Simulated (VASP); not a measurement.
# Sb (I4/mmm) in VASP: a series of runs, part 2 of 2

VASP 6.6.1. Earlier steps stand in the parts before.

## (4) Single point, PBEsol-based global hybrid with 25 % exact exchange

This run uses another cell than the first one, of 26.96 Å³/atom.

Contents of POSCAR:

```
Sb
1.0
   -1.5765401831      1.5765401831      2.7119384313
    1.5765401831     -1.5765401831      2.7119384313
    1.5765401831      1.5765401831     -2.7119384313
Sb
1
Direct
    0.0000000000      0.0000000000      0.0000000000
```

Contents of INCAR.step1:

```
PREC = Accurate
ENCUT = 520
EDIFF = 1E-5
ISMEAR = -1
SIGMA = 0.05
LREAL = False
LASPH = True
NELM = 100
ALGO = Normal
ISIF = 2
LWAVE = True
LCHARG = False
GGA = PE
NBANDS = 8
```

Contents of INCAR.step2:

```
PREC = Accurate
ENCUT = 520
EDIFF = 1E-7
ISMEAR = -1
SIGMA = 0.05
LREAL = False
LASPH = True
NELM = 100
ALGO = Normal
ISIF = 2
LWAVE = False
LCHARG = False
GGA = PS
LHFCALC = True
AEXX = 0.25
PRECFOCK = Normal
ISTART = 1
NBANDS = 8
```

Contents of KPOINTS:

```
Automatic mesh
0
Gamma
  6 6 6
```

Potentials or basis: VASP PAW PBE potentials, release 64 (Sb).

Launch:

```
> cat potpaw_PBE.64/Sb/POTCAR > POTCAR
> cp INCAR.step1 INCAR
> mpirun -np 1 vasp_std > vasp.out
> cp INCAR.step2 INCAR
> mpirun -np 1 vasp_std > vasp.out
```

OUTCAR:

```text
PREC = Accurate
   ENCUT = 520
   EDIFF = 1E-7
   ISMEAR = -1
   LREAL = False
   LASPH = True
   NELM = 100
   ISIF = 2
   GGA = PS
   LHFCALC = True
   AEXX = 0.25
   PRECFOCK = Normal
   ISTART = 1

 ion  position               nearest neighbor table
   1  0.000  0.000  0.000-

  LATTYP: Found a body centered tetragonal cell.
 ALAT       =     3.1530803662
 C/A-ratio  =     1.7201835135

  Lattice vectors:

 A1 = (  -1.5765401831,   1.5765401831,   2.7119384313)
 A2 = (   1.5765401831,  -1.5765401831,   2.7119384313)
 A3 = (   1.5765401831,   1.5765401831,  -2.7119384313)

Analysis of symmetry for initial positions (statically):
=====================================================================
 Subroutine PRICEL returns:
 Original cell was already a primitive cell.

 Routine SETGRP: Setting up the symmetry group for a
 body centered tetragonal supercell.

 Subroutine GETGRP returns: Found 16 space group operations
[... 169 lines left out ...]
  energy without entropy =       -5.61234885  energy(sigma->0) =       -5.61325406

 E-fermi :   8.8421     XC(G=0):  -8.1501

 val. band max:        7.8697891243   @ k =  -0.3333   0.3333   0.0000
 cond. band min:       8.9799959261   @ k =   0.5000   0.3333  -0.0000
 fundamental gap:      1.1102068018
 Fermi energy:         8.8421417024

 k-point     1 :       0.0000    0.0000    0.0000
  band No.  band energies     occupation
      1      -6.6264      2.00000
      2      13.9404      0.00000
      3      14.7921      0.00000
      4      14.7921      0.00000
      5      18.6613      0.00000
      6      20.0224      0.00000
      7      20.0915      0.00000
      8      20.2489      0.00000
[... 243 lines left out ...]
 k-point    24 :      -0.1667   -0.3333    0.1667
  band No.  band energies     occupation
      1      -4.8249      2.00000
      2       6.7567      2.00000
      3       9.5936      0.00000
      4      12.8710      0.00000
      5      16.6420      0.00000
      6      19.4519      0.00000
      7      21.3251      0.00000
      8      23.5865      0.00000

 [... further k-points ...]

------------------------ aborting loop because EDIFF is reached ----------------------------------------

  FORCE on cell =-STRESS in cart. coord.  units (eV):
  Direction    XX          YY          ZZ          XY          YZ          ZX
  --------------------------------------------------------------------------------------
  -------------------------------------------------------------------------------------
  Total       -0.5073075     -0.5073075     -0.9000923      0.0000000      0.0000000      0.0000000
  in kB      -30.1461560    -30.1461560    -53.4869355      0.0000000      0.0000000      0.0000000
  external PRESSURE =     -37.9264158 kB  Pullay stress =       0.0000000 kB

 VOLUME and BASIS-vectors are now :
 -----------------------------------------------------------------------------
  energy-cutoff  :      520.00
  volume of cell :       26.96
      direct lattice vectors                 reciprocal lattice vectors
    -1.576540183  1.576540183  2.711938431     0.000000000  0.317150178  0.184369967
     1.576540183 -1.576540183  2.711938431     0.317150178  0.000000000  0.184369967
     1.576540183  1.576540183 -2.711938431     0.317150178  0.317150178  0.000000000

 POSITION                                       TOTAL-FORCE (eV/Angst)
 -----------------------------------------------------------------------------------
      0.00000      0.00000      0.00000         0.000000      0.000000     -0.000000
 -----------------------------------------------------------------------------------
    total drift:                                0.000000     -0.000000      0.000000

  FREE ENERGIE OF THE ION-ELECTRON SYSTEM (eV)
  ---------------------------------------------------
  free  energy   TOTEN  =        -5.6141592595 eV

  energy  without entropy=       -5.6123488549  energy(sigma->0) =       -5.61325406
```

OUTCAR.step1:

```text
PREC = Accurate
   ENCUT = 520
   EDIFF = 1E-5
   ISMEAR = -1
   LREAL = False
[... 481 lines left out ...]

 POSITION                                       TOTAL-FORCE (eV/Angst)
 -----------------------------------------------------------------------------------
      0.00000      0.00000      0.00000         0.000000      0.000000      0.000000
 -----------------------------------------------------------------------------------
    total drift:                                0.000000      0.000000      0.000000

  FREE ENERGIE OF THE ION-ELECTRON SYSTEM (eV)
  ---------------------------------------------------
  free  energy   TOTEN  =        -3.8922896964 eV

  energy  without entropy=       -3.8902821023  energy(sigma->0) =       -3.89128590
```

It took 20 min on 1 thread of Intel Xeon Platinum 8259CL at 2.50GHz (Skylake/Cascade Lake), shared host; peak memory 0.16 GiB.

Results:

```yaml
Free_energy: -5.6142 eV
Pressure: -3.8 GPa
Band_gap_on_the_k_mesh: zero (an odd number of electrons rules out a gap without spin polarisation)
```

Stress tensor (GPa, compression positive):
```
-3.01  0.00  0.00
 0.00 -3.01  0.00
 0.00  0.00 -5.35
```

Levels at points of the mesh, in eV from the Fermi level:
| k point | band 1 | band 2 | band 3 | band 4 | band 5 | band 6 | band 7 | band 8 |
| --- | --- | --- | --- | --- | --- | --- | --- | --- |
| (0.00, 0.00, 0.00) | -15.47 | 5.10 | 5.95 | 5.95 | 9.82 | 11.18 | 11.25 | 11.41 |
| (0.50, 0.00, 0.00) | -11.17 | -7.63 | 1.83 | 5.87 | 6.39 | 10.71 | 11.20 | 11.26 |
| (0.50, 0.50, 0.00) | -8.33 | -6.04 | -2.12 | 0.50 | 3.58 | 4.49 | 16.30 | 16.91 |
| (0.50, 0.50, 0.50) | -11.31 | -7.47 | 2.14 | 2.14 | 6.06 | 6.38 | 18.72 | 18.72 |

Caveat: the k points lie up to 0.38 Å⁻¹ apart, too coarse for converged energies and pressures of a metal; the PAW data sets were made with another functional, which shifts forces and pressure a little; spin-orbit coupling is left out, which moves the levels of the heavy elements.

## (5) Single point, B3LYP

This run uses another cell than the first one, of 26.96 Å³/atom.

POSCAR is that of step 4.

Contents of INCAR.step1:

```
PREC     = Accurate       # precision mode
ENCUT    = 520            # plane-wave cutoff, eV
EDIFF    = 1E-5           # SCF threshold, eV
ISMEAR   = -1             # smearing method
SIGMA    = 0.05           # smearing width, eV
LREAL    = False          # projectors in reciprocal space
LASPH    = True           # aspherical terms in the spheres
NELM     = 60             # most SCF steps
ALGO     = Normal         # electronic algorithm
ISIF     = 2              # what is computed and relaxed
LWAVE    = True           # write WAVECAR
LCHARG   = False          # write CHGCAR
NBANDS   = 8              # bands
GGA      = PE             # functional
```

Contents of INCAR.step2:

```
PREC     = Accurate       # precision mode
ENCUT    = 520            # plane-wave cutoff, eV
EDIFF    = 1E-6           # SCF threshold, eV
ISMEAR   = -1             # smearing method
SIGMA    = 0.05           # smearing width, eV
LREAL    = False          # projectors in reciprocal space
LASPH    = True           # aspherical terms in the spheres
NELM     = 60             # most SCF steps
ALGO     = Normal         # electronic algorithm
ISIF     = 2              # what is computed and relaxed
LWAVE    = False          # write WAVECAR
LCHARG   = False          # write CHGCAR
GGA      = B3             # functional
LHFCALC  = True           # exact exchange
AEXX     = 0.2            # exact-exchange fraction
AGGAX    = 0.72         
AGGAC    = 0.81         
ALDAC    = 0.19         
PRECFOCK = Normal       
NBANDS   = 8              # bands
ISTART   = 1
```

KPOINTS is that of step 4.

Launch:

```
> cat potpaw_PBE.64/Sb/POTCAR > POTCAR
> cp INCAR.step1 INCAR
> mpirun -np 1 vasp_std > vasp.out
> cp INCAR.step2 INCAR
> mpirun -np 1 vasp_std > vasp.out
```

Wall time 9.1 min (1 thread of Intel Xeon Platinum 8259CL at 2.50GHz (Skylake/Cascade Lake), shared host); peak memory 0.16 GiB.

It converged, with:

| Quantity | Value |
| --- | --- |
| Free energy | -4.1599 eV |
| Pressure | 3.9 GPa |
| Band gap on the k mesh | zero (an odd number of electrons rules out a gap without spin polarisation) |

Stress tensor (GPa, compression positive):
```
4.66 0.00 0.00
0.00 4.66 0.00
0.00 0.00 2.45
```

Levels at points of the mesh, in eV from the Fermi level:
| k point | band 1 | band 2 | band 3 | band 4 | band 5 | band 6 | band 7 | band 8 |
| --- | --- | --- | --- | --- | --- | --- | --- | --- |
| (0.00, 0.00, 0.00) | -14.99 | 4.79 | 5.69 | 5.69 | 9.77 | 11.16 | 11.23 | 11.47 |
| (0.50, 0.00, 0.00) | -10.88 | -7.18 | 1.70 | 5.61 | 6.53 | 10.68 | 11.25 | 11.36 |
| (0.50, 0.50, 0.00) | -8.16 | -5.69 | -1.98 | 0.47 | 3.86 | 4.68 | 16.17 | 16.82 |
| (0.50, 0.50, 0.50) | -11.03 | -7.03 | 2.07 | 2.07 | 6.18 | 6.58 | 18.54 | 18.55 |

Caveat: the k points lie up to 0.38 Å⁻¹ apart, too coarse for converged energies and pressures of a metal; the PAW data sets were made with another functional, which shifts forces and pressure a little; spin-orbit coupling is left out, which moves the levels of the heavy elements.

## (6) Overview

```tsv
level	cell	share of exact exchange	gap on the mesh (eV)	pressure (GPa)
PBEsol-based global hybrid with 25 % exact exchange	a = 3.439 Å, angles 125.7, 125.7, 80.3°, 1 atom	0.25	none	-1.3
PBE0	a = 3.472 Å, angles 125.8, 125.8, 80.2°, 1 atom	0.25	none	-1.2
PBEsol-based global hybrid with 25 % exact exchange	a = 3.511 Å, angles 126.6, 126.6, 78.8°, 1 atom	0.25	none	-3.8
B3LYP	a = 3.511 Å, angles 126.6, 126.6, 78.8°, 1 atom	0.2	none	3.9
```

Alike in all rows: task single point; potentials or basis VASP PAW PBE potentials, release 64 (Sb); no spin polarisation; k mesh 6 × 6 × 6; cutoff (eV) 520; smearing fermi-dirac 0.05 eV.

Caveats: all runs use coarse meshes; the PAW data sets were made with another functional, which shifts forces and pressure a little; spin-orbit coupling is left out, which moves the levels of the heavy elements.

Absolute energies hang on the potentials; compare differences alone.
